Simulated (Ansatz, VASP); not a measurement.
# TePb: VASP beside Ansatz

```
Pb Te
1.0
     0.00000    3.23100    3.23100
     3.23100    0.00000    3.23100
     3.23100    3.23100    0.00000
Pb Te
1 1
Direct
  0.00000 0.00000 0.00000
  0.50000 0.50000 0.50000
```

Alike in both runs: task band structure; functional PBEsol; k mesh 5 × 5 × 5; occupations fermi-dirac, width 0.05 eV; spin-orbit coupling, no magnetisation.

|  | VASP | Ansatz |
| --- | --- | --- |
| version | VASP 6.6.1 | Ansatz 0.2.0 |
| potentials or method | VASP PAW PBE potentials, release 64 (Pb_d, Te) | Ansatz PAW |
| plane-wave cutoff (eV) | 520 | 420 |
| valence electrons in the cell | 20 | 30 |

```tsv
	VASP	Ansatz	Ansatz less VASP
pressure (GPa)	-0.6	-0.7	-0.10
```

VASP's potentials were made for PBE, not for PBEsol. VASP's potentials hold 20 valence electrons a cell and Ansatz's 30, so a difference there can come from the potentials and not from the codes.
